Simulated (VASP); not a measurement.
A run of VASP 6.6.1 is set up as follows.

INCAR

```
ALGO = Normal ; EDIFF = 1E-8
ENCUT = 520 ; GGA = PS
ISIF = 2 ; ISMEAR = -1
LASPH = T ; LCHARG = F
LEFG = T ; LREAL = F
LWAVE = F ; NBANDS = 16
NELM = 100 ; PREC = Accurate
SIGMA = 0.05
```

File KPOINTS:

```
k-points
0
Gamma
  9 9 9
```

The input POSCAR:

```
InSb
1.0
    0.0000000000      3.2391000000      3.1743180000
    3.2391000000      0.0000000000      3.1743180000
    3.2391000000      3.2391000000      0.0000000000
In Sb
1 1
Direct
    0.0000000000      0.0000000000      0.0000000000
    0.7500000000      0.7500000000      0.7500000000
```

Potentials or basis: VASP PAW PBE potentials, release 64 (In_d, Sb).

Command:

```sh
$ cat potpaw_PBE.64/In_d/POTCAR potpaw_PBE.64/Sb/POTCAR > POTCAR
$ mpirun -np 1 vasp_std > vasp.out
```

(1) What does it give for the band gap on the k mesh?

(2) What does it give for the pressure?

Results:

(1) 0.10 eV, direct.

(2) 1.9 GPa.

Caveat: the cell differs from its parent crystal (zz strain of -2 %); without QUAD_EFG the Cq values of the log hold for a quadrupole moment of 1 mb, not for the nuclei; the PAW data sets were made with another functional, which shifts forces and pressure a little; spin-orbit coupling is left out, which moves the levels of the heavy elements.
